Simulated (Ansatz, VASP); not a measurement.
## Cu5Ni in VASP and in Ansatz

```
CELL_PARAMETERS angstrom
4.40945 0.00000 0.00000
-2.20473 3.81870 0.00000
0.00000 0.00000 4.18697
ATOMIC_POSITIONS crystal
Cu 0.32960 0.32960 0.00000
Cu 0.00000 0.67041 0.00000
Cu 0.67041 0.00000 0.00000
Cu 0.66667 0.33333 0.50000
Cu 0.33333 0.66667 0.50000
Ni 0.00000 0.00000 0.50000
```

Alike in both runs: functional PBE; k mesh 12 × 12 × 10; occupations gaussian, width 0.1 eV; no spin polarisation.

Ansatz relaxed the structure, and its values are those at the end. VASP's run is a single point on that final structure, the one shown.

|  | VASP | Ansatz |
| --- | --- | --- |
| version | VASP 6.6.1 | Ansatz 0.2.0 |
| potentials or method | VASP PAW PBE potentials, release 64 (Cu, Ni), cutoff 520 eV | scalar-relativistic, plane waves, PAW |
| valence electrons in the cell | 65 | 113 |

|  | VASP | Ansatz | Ansatz less VASP |
| --- | --- | --- | --- |
| gap on the k mesh at the Fermi level (eV) | none | none | - |
| pressure (GPa) | 0.5 | 0.0 | -0.52 |

A gap of «none» marks a metal or a gap that the smearing closes. VASP's potentials hold 65 valence electrons a cell and Ansatz's 113, so a difference there can come from the potentials and not from the codes.
